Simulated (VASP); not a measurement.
Write the native input for VASP 6.6.1 that does the following.

| Property | Result |
| --- | --- |
| Task | relaxation of cell and atoms |
| Functional | PBE |
| Potentials or basis | VASP PAW PBE potentials, release 64 (C, Cd_sv_GW) |
| Cutoff | 700 eV |
| k mesh | 10 × 10 × 10 |
| Occupations | fermi-dirac, width 0.03 eV |
| Spin | no spin polarisation |
| Dipole correction | no |
| Further INCAR settings | ALGO = Normal; EDIFF = 1e-07; IBRION = 2; EDIFFG = -0.005; NSW = 100; ISIF = 3 |

The structure of Cd2C (fluorite type) lies in POSCAR:

```
Cd2C
1.0
    0.0000000000      3.0056289091      3.0056289091
    3.0056289091      0.0000000000      3.0056289091
    3.0056289091      3.0056289091      0.0000000000
C Cd
1 2
Direct
    0.0000000000      0.0000000000      0.0000000000
    0.2500000000      0.2500000000      0.2500000000
    0.7500000000      0.7500000000      0.7500000000
```

The input as run:

INCAR

```
SYSTEM = Cd2C
PREC = Accurate ; ENCUT = 700
EDIFF = 1E-7 ; ISMEAR = -1
SIGMA = 0.03 ; LREAL = .False.
LASPH = .True. ; NELM = 120
ALGO = Normal ; ISIF = 3
LWAVE = .False. ; LCHARG = .False.
GGA = PE ; IBRION = 2
NSW = 100 ; EDIFFG = -0.005
GGA_COMPAT = .False. ; NELMIN = 4
```

KPOINTS

```
regular mesh
0
Gamma
  10 10 10
  0 0 0
```

Potentials or basis: VASP PAW PBE potentials, release 64 (C, Cd_sv_GW).

The run is started by

```sh
$ cat potpaw_PBE.64/C/POTCAR potpaw_PBE.64/Cd_sv_GW/POTCAR > POTCAR
$ mpirun -np 1 vasp_std > vasp.out
```

Results of the run:

The relaxed volume is 16.99 Å³/atom. The relaxed cell is a = 4.162 Å, b = 4.162 Å, c = 4.162 Å, α = 60.00°, β = 60.00°, γ = 60.00° and the space group after relaxing (to 0.1 Å) is Fm-3m (No. 225). The energy gained by relaxing is 16.6 meV/atom and the ionic steps are 3. The pressure after relaxing is 0.0 GPa. The band gap on the k mesh is zero (bands 22 and 23 overlap by 0.54 eV).

It took 10 min on 1 thread of AMD EPYC 7R43 64-Core Processor (Zen 3), with other jobs on the host, peak memory 0.27 GiB.
